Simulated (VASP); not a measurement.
The system is TiPd.

```xyz
2
Lattice="3.1800 0.0000 0.0000 0.0000 3.1800 0.0000 0.0000 0.0000 3.1800" Properties=species:S:1:pos:R:3 pbc="T T T"
Ti    1.5900    1.5900    1.5900
Pd    0.0000    0.0000    0.0000
```

| Quantity | Value |
| --- | --- |
| Program | VASP 6.6.1 |
| Task | relaxation of cell and atoms |
| Functional | PBEsol |
| Potentials or basis | VASP PAW PBE potentials, release 64 (Ti_sv, Pd) |
| Cutoff | 500 eV |
| k mesh | 6 × 6 × 6 |
| Occupations | fermi-dirac, width 0.1 eV |
| Spin | no spin polarisation |

At the start: pressure -7.1 GPa; volume 16.08 Å³/atom.

Question: How do energy, volume and symmetry change on relaxing?

Answer: Over 6 steps the energy falls by 17.0 meV/atom and the volume is 15.34 Å³/atom (-4.6 %); space group Pm-3m (No. 221, to 0.05 Å).

Step by step:
```tsv
step	energy change (eV)	largest force (eV/Å)	pressure (GPa)	volume (Å³)
1	0.0000	0.0000	-7.07	32.16
2	0.0225	0.0000	11.08	28.97
3	-0.0339	0.0000	-0.10	30.71
4	-0.0339	0.0000	0.05	30.68
5	-0.0339	0.0000	-0.04	30.70
6	-0.0339	0.0000	0.00	30.69
```

Final structure:
```yaml
crystal:
  lattice:
    - [3.13080, 0.00000, 0.00000]
    - [0.00000, 3.13080, 0.00000]
    - [0.00000, 0.00000, 3.13080]
  atoms:
    - { symbol: Ti, position: [0.50000, 0.50000, 0.50000] }
    - { symbol: Pd, position: [0.00000, 0.00000, 0.00000] }
```

Caveat: the PAW data sets were made with another functional, which shifts forces and pressure a little.
